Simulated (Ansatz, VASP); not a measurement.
## BAs: VASP beside Ansatz

Contents of INCAR:

```
SYSTEM = BAs
  PREC = Accurate
  ENCUT = 520
  EDIFF = 1E-7
  ISMEAR = -1
  SIGMA = 0.02
  LREAL = .FALSE.
  LASPH = .TRUE.
  NELM = 80
  ALGO = Normal
  ISIF = 2
  LWAVE = .FALSE.
  LCHARG = .FALSE.
  GGA = PE
  IBRION = 2
  NSW = 80
  EDIFFG = -0.02
```

KPOINTS

```
Automatic mesh
0
G
  16 16 16
  0 0 0
```

Contents of POSCAR:

```
BAs
1.0
    0.0000000000      2.3885000000      2.4123850000
    2.3885000000      0.0000000000      2.4123850000
    2.3885000000      2.3885000000      0.0000000000
B As
1 1
Direct
    0.0000000000      0.0000000000      0.0000000000
    0.2500000000      0.2500000000      0.2500000000
```

Input for Ansatz:

```yaml
crystal:
  lattice:
    - [0.0, 2.3885, 2.412385]
    - [2.3885, 0.0, 2.412385]
    - [2.3885, 2.3885, 0.0]
  atoms:
    - { symbol: B, position: [0.0, 0.0, 0.0] }
    - { symbol: As, position: [0.25, 0.25, 0.25] }
kpoints:
  mp_grid: { grid: [16, 16, 16] }
scf:
  occupations: { method: fermi_dirac, width: 0.02 }
hamiltonian:
  xc: pbe
  pseudopotentials: { kind: paw }
output:
  forces: true
  stress: true
  populations: true
  efg:
    quadrupole_moments_barn: { B: 0.04059, As: 0.311 }
    contact_densities: true
relax:
  f_tol: 0.02
  max_steps: 60
```

Change from the starting cell: z stretched by +1 %, ions relaxed.

Alike in both runs: task relaxation of the atoms; functional PBE; k mesh 16 × 16 × 16; occupations fermi-dirac, width 0.02 eV; no spin polarisation.

|  | VASP | Ansatz |
| --- | --- | --- |
| version | VASP 6.6.1 | Ansatz 0.2.0 |
| potentials or method | VASP PAW PBE potentials, release 64 (B, As) | plane-wave PAW, scalar-relativistic |
| plane-wave cutoff (eV) | 520 | 420 |
| valence electrons in the cell | 8 | 18 |

VASP gave:

| Property | Result |
| --- | --- |
| gap on the k mesh at the Fermi level, each at its own relaxed structure (eV) | 1.12 |

Which values does Ansatz return?

gap on the k mesh at the Fermi level, each at its own relaxed structure (eV): 1.13.

VASP's potentials hold 8 valence electrons a cell and Ansatz's 18, so a difference there can come from the potentials and not from the codes. Ansatz's warnings: stress scf threshold loose.

Noted on VASP's run: the relaxation stopped at its first step, so nothing moved.
